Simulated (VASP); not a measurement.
# HfN (Immm) in VASP: single point with r2SCAN

Aim: the single point of HfN with r2SCAN.

Everything below comes from runs of VASP 6.6.1. Logs are shortened: lines on timing, memory, paths and dates and some standing lists are left out, and cuts for length are marked.

## (1) The cell of the first run

It takes space group Immm (No. 71, orthorhombic). The conventional cell has a = 2.955 Å, b = 3.434 Å, c = 4.518 Å, α = 90.00°, β = 90.00°, γ = 90.00°. Within 3.0 Å of Hf (site symmetry mmm) lie 6 N at 2.26 to 2.27 Å and 2 Hf at 2.96 Å. N (site symmetry mmm) has 6 Hf at 2.26 to 2.27 Å and 2 N at 2.96 Å within 3.0 Å.

## (2) Single point, r2SCAN (strain -0.1500 x Voigt [0, 0, 0, 1, 0, 0])

Input file POSCAR:

```
HfN
1.0
    0.0000000000      2.0895750000      2.0895750000
    2.2590000000     -0.1694250000      2.2590000000
    2.2590000000      2.2590000000     -0.1694250000
Hf N
1 1
Direct
    0.0000000000      0.0000000000      0.0000000000
    0.5000000000      0.5000000000      0.5000000000
```

Input file INCAR.step1:

```
PREC = Accurate ; ENCUT = 520
ISMEAR = 0 ; SIGMA = 0.15
LREAL = F ; LASPH = T
NELM = 100 ; NBANDS = 14
GGA = PE ; ALGO = Normal
EDIFF = 1E-4 ; LWAVE = T
LCHARG = F
```

Input file INCAR.step2:

```
PREC = Accurate ; ENCUT = 520
EDIFF = 1E-6 ; ISMEAR = 0
SIGMA = 0.15 ; LREAL = F
LASPH = T ; NELM = 100
ALGO = Normal ; ISIF = 2
LWAVE = F ; LCHARG = T
METAGGA = R2SCAN ; LMIXTAU = T
LELF = T ; LVHAR = T
NBANDS = 14 ; ISTART = 1
```

Input file KPOINTS:

```
regular mesh
0
Gamma
  18 18 18
```

Potentials or basis: VASP PAW PBE potentials, release 64 (Hf_pv, N).

Started as:

```sh
$ cat potpaw_PBE.64/Hf_pv/POTCAR potpaw_PBE.64/N/POTCAR > POTCAR
$ cp INCAR.step1 INCAR
$ mpirun -np 1 vasp_std > vasp.out
$ cp INCAR.step2 INCAR
$ mpirun -np 1 vasp_std > vasp.out
```

OUTCAR:

```text
PREC = Accurate
   ENCUT = 520
   EDIFF = 1E-6
   ISMEAR = 0
   LREAL = F
   LASPH = T
   NELM = 100
   ISIF = 2
   METAGGA = R2SCAN
   ISTART = 1

 ion  position               nearest neighbor table
   1  0.000  0.000  0.000-   2 2.26   2 2.26   2 2.27   2 2.27   2 2.27   2 2.27
   2  0.500  0.500  0.500-   1 2.26   1 2.26   1 2.27   1 2.27   1 2.27   1 2.27

  LATTYP: Found a body centered orthorhombic cell.
 ALAT       =     2.9551053046
 B/A-ratio  =     1.1621621622
 C/A-ratio  =     1.5288795269

  Lattice vectors:

 A1 = (  -2.2590000000,   0.1694250000,  -2.2590000000)
 A2 = (  -2.2590000000,  -0.1694250000,   2.2590000000)
 A3 = (   2.2590000000,   2.2590000000,  -0.1694250000)

Analysis of symmetry for initial positions (statically):
=====================================================================
 Subroutine PRICEL returns:
 Original cell was already a primitive cell.

 Routine SETGRP: Setting up the symmetry group for a
 body centered orthorhombic supercell.

 Subroutine GETGRP returns: Found  8 space group operations
 (whereof  8 operations were pure point group operations)
 out of a pool of  8 trial point group operations.

The static configuration has the point symmetry D_2h.

Analysis of symmetry for dynamics (positions and initial velocities):
=====================================================================
 Subroutine PRICEL returns:
 Original cell was already a primitive cell.

 Routine SETGRP: Setting up the symmetry group for a
 body centered orthorhombic supercell.

 Subroutine GETGRP returns: Found  8 space group operations
 (whereof  8 operations were pure point group operations)
 out of a pool of  8 trial point group operations.

The dynamic configuration has the point symmetry D_2h.

 Subroutine INISYM returns: Found  8 space group operations
 (whereof  8 operations are pure point group operations),
 and found     1 'primitive' translations

----------------------------------------------------------------------------------------

                                     Primitive cell

  volume of cell :      22.9260

  direct lattice vectors                    reciprocal lattice vectors
     0.000000000  2.089575000  2.089575000    -0.221336875  0.239283108  0.239283108
     2.259000000 -0.169425000  2.259000000     0.221336875 -0.205894767  0.205894767
     2.259000000  2.259000000 -0.169425000     0.221336875  0.205894767 -0.205894767

  length of vectors
[... 91 lines left out ...]
   TEBEG  =    0.0;   TEEND  =   0.0 temperature during run
   PSTRESS=    0.0 pullay stress
   NELECT =      15.0000    total number of electrons
   NUPDOWN=      -1.0000    fix difference up-down
   EMIN   =  10.00;   EMAX   =-10.00  energy-range for DOS
   EFERMI =   0.00;   METHOD = LEGACY
   ISMEAR =     0;   SIGMA  =   0.15  broadening in eV -4-tet -1-fermi 0-gaus
   EFERMI_NEDOS =   21; number of points for ismear=-14 and -15
   IALGO  =     38    algorithm
   IMIX   =      4    mixing-type and parameters
     AMIX     =   0.40;   BMIX     =  1.00
     AMIX_MAG =   1.60;   BMIX_MAG =  1.00
  volume/ion in A,a.u.               =      11.46        77.36
  Fermi-wavevector in a.u.,A,eV,Ry     =   1.421223  2.685722 27.482073  2.019875
  Thomas-Fermi vector in A             =   2.542056
   LORBIT       =      0    0 simple, 1 ext, 2 COOP (PROOUT), +10 PAW based schemes
   METAGGA = R2SCAN    functional components
   LHFCALC =     F    Hartree Fock is set to
   AEXX    =    0.0000 exact exchange contribution
   IVDW    =     0    specifies the selected vdW correction
   LEPSILON=     F    determine dielectric tensor
   LRPA    =     F    only Hartree local field effects (RPA)
 non-spin polarized calculation
 Gauss-broadening in eV      SIGMA  =   0.15
  energy-cutoff  :      520.00
  volume of cell :       22.93
 maximum number of plane-waves:       640
 NGX is ok and might be reduce to    24
   NGX = 11   NGY = 11   NGZ = 11

 number of electron      14.9999999 magnetization

 Free energy of the ion-electron system (eV)
  ---------------------------------------------------
  ext. energy  EPLUGINS =         0.00000000
  ---------------------------------------------------
  free energy    TOTEN  =       -58.01245011 eV

  energy without entropy =      -58.00609846  energy(sigma->0) =      -58.00927429

 E-fermi :   8.3801     XC(G=0): -13.5984

 val. band max:        8.3754396721   @ k =  -0.0556   0.5000   0.1667
 cond. band min:       8.3808823573   @ k =   0.3333  -0.3889   0.0556
 fundamental gap:      0.0054426853
 Fermi energy:         8.3800567996

 k-point     1 :       0.0000    0.0000    0.0000
  band No.  band energies     occupation
      1     -24.0480      2.00000
      2     -23.9991      2.00000
      3     -23.8344      2.00000
      4     -10.1163      2.00000
      5       4.8823      2.00000
      6       5.1240      2.00000
      7       5.7508      2.00000
      8       7.1282      2.00000
      9       7.3788      2.00000
     10       9.5453      0.00000
     11      10.5795      0.00000
     12      10.8973      0.00000
     13      11.5121      0.00000
     14      18.9043      0.00000
[... 377 lines left out ...]
      1     -24.6466      2.00000
      2     -24.1161      2.00000
      3     -24.0575      2.00000
      4      -8.4051      2.00000
      5       1.1912      2.00000
      6       2.2553      2.00000
      7       2.8226      2.00000
      8       9.2348      0.00000
      9      10.0368      0.00000
     10      10.8946      0.00000
     11      14.3794      0.00000
     12      15.0736      0.00000
     13      15.8623      0.00000
     14      19.5278      0.00000

 [... further k-points ...]

------------------------ aborting loop because EDIFF is reached ----------------------------------------

  FORCE on cell =-STRESS in cart. coord.  units (eV):
  Direction    XX          YY          ZZ          XY          YZ          ZX
  --------------------------------------------------------------------------------------
  -------------------------------------------------------------------------------------
  Total       -0.5048500      0.4352536      0.4352536      0.0000000      3.1243474      0.0000000
  in kB      -35.2812600     30.4175392     30.4175392      0.0000000    218.3438723      0.0000000
  external PRESSURE =       8.5179395 kB  Pullay stress =       0.0000000 kB

 VOLUME and BASIS-vectors are now :
 -----------------------------------------------------------------------------
  energy-cutoff  :      520.00
  volume of cell :       22.93
      direct lattice vectors                 reciprocal lattice vectors
     0.000000000  2.089575000  2.089575000    -0.221336875  0.239283108  0.239283108
     2.259000000 -0.169425000  2.259000000     0.221336875 -0.205894767  0.205894767
     2.259000000  2.259000000 -0.169425000     0.221336875  0.205894767 -0.205894767

 POSITION                                       TOTAL-FORCE (eV/Angst)
 -----------------------------------------------------------------------------------
      0.00000      0.00000      0.00000        -0.000000     -0.000000     -0.000000
      2.25900      2.08957      2.08957         0.000000      0.000000      0.000000
 -----------------------------------------------------------------------------------
    total drift:                                0.000000     -0.000000     -0.000000

  FREE ENERGIE OF THE ION-ELECTRON SYSTEM (eV)
  ---------------------------------------------------
  free  energy   TOTEN  =       -58.0124501054 eV

  energy  without entropy=      -58.0060984648  energy(sigma->0) =      -58.00927429
```

OUTCAR.step1:

```text
PREC = Accurate
   ENCUT = 520
   ISMEAR = 0
   LREAL = F
   LASPH = T
[... 631 lines left out ...]
 -----------------------------------------------------------------------------------
      0.00000      0.00000      0.00000        -0.000000     -0.000000      0.000000
      2.25900      2.08957      2.08957         0.000000      0.000000     -0.000000
 -----------------------------------------------------------------------------------
    total drift:                                0.000000     -0.000000     -0.000000

  FREE ENERGIE OF THE ION-ELECTRON SYSTEM (eV)
  ---------------------------------------------------
  free  energy   TOTEN  =       -21.5417029818 eV

  energy  without entropy=      -21.5351291383  energy(sigma->0) =      -21.53841606
```

OSZICAR.step1:

```text
N       E                     dE             d eps       ncg     rms          rms(c)
DAV:   1     0.390180962685E+02    0.39018E+02   -0.78191E+03 24300   0.101E+03
DAV:   2    -0.225013105670E+02   -0.61519E+02   -0.57455E+02 31900   0.237E+02
DAV:   3    -0.245246851468E+02   -0.20234E+01   -0.20140E+01 28140   0.353E+01
DAV:   4    -0.245321407413E+02   -0.74556E-02   -0.74541E-02 29052   0.249E+00
DAV:   5    -0.245321863870E+02   -0.45646E-04   -0.45645E-04 28226   0.167E-01    0.487E+01
DAV:   6    -0.216476975130E+02    0.28845E+01   -0.83788E+00 27682   0.221E+01    0.419E+01
DAV:   7    -0.215691847124E+02    0.78513E-01   -0.47392E-01 30616   0.610E+00    0.266E+01
DAV:   8    -0.215472593081E+02    0.21925E-01   -0.10875E-01 29836   0.284E+00    0.596E+00
DAV:   9    -0.215417904701E+02    0.54688E-02   -0.15058E-02 27646   0.984E-01    0.181E+00
DAV:  10    -0.215417029818E+02    0.87488E-04   -0.93918E-04 32474   0.292E-01
   1 F= -.21541703E+02 E0= -.21538416E+02  d E =-.657384E-02
```

Run time: 23 min. Hardware: 1 thread of Oxide Virtual Turin-like, shared host; peak memory 0.36 GiB.

What came out:

```yaml
Free_energy: -58.0125 eV
Pressure: 0.9 GPa
Band_gap_on_the_k_mesh: zero (an odd number of electrons rules out a gap without spin polarisation)
```

Caveat: the cell differs from its parent crystal (strain -0.1500 x Voigt [0, 0, 0, 1, 0, 0]); the stress differs along the axes, from -4 to 3 GPa; the PAW data sets were made with another functional, which shifts forces and pressure a little; spin-orbit coupling is left out, which moves the levels of the heavy elements.
